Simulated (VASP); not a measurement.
## BAs: single point with r2SCANh

BAs:

```
As B
1.0
     0.00000    2.40432    2.40432
     2.40432    0.00000    2.40432
     2.40432    2.40432    0.00000
As B
1 1
Cartesian
  3.6065 3.6065 3.6065
  0.0000 0.0000 0.0000
```

```yaml
Program: VASP 6.6.1
Task: single point
Functional: r2SCANh
Potentials_or_basis: VASP PAW PBE potentials, release 64 (As, B)
Cutoff: 520 eV
k_mesh: 5 × 5 × 5
Occupations: fermi-dirac, width 0.05 eV
Spin: no spin polarisation
```

| Quantity | Value |
| --- | --- |
| Pressure | -2.9 GPa |
| Band gap on the k mesh | 1.90 eV (least direct gap 4.00 eV) |

Levels at points of the mesh, in eV from the valence-band top:
| k point | band 2 | band 3 | band 4 | band 5 | band 6 | band 7 |
| --- | --- | --- | --- | --- | --- | --- |
| (0.00, 0.00, 0.00) | 0.00 | 0.00 | 0.00 | 4.00 | 4.00 | 4.00 |

Wall time 5.4 min on 1 thread of Intel(R) Xeon(R) Platinum 8375C CPU @ 2.90GHz (Ice Lake) (shared host), peak memory 0.17 GiB.

Caveat: the k points lie up to 0.45 Å⁻¹ apart; the PAW data sets were made with another functional, which shifts forces and pressure a little; an odd mesh through Γ misses points on the zone boundary, where band edges can lie.
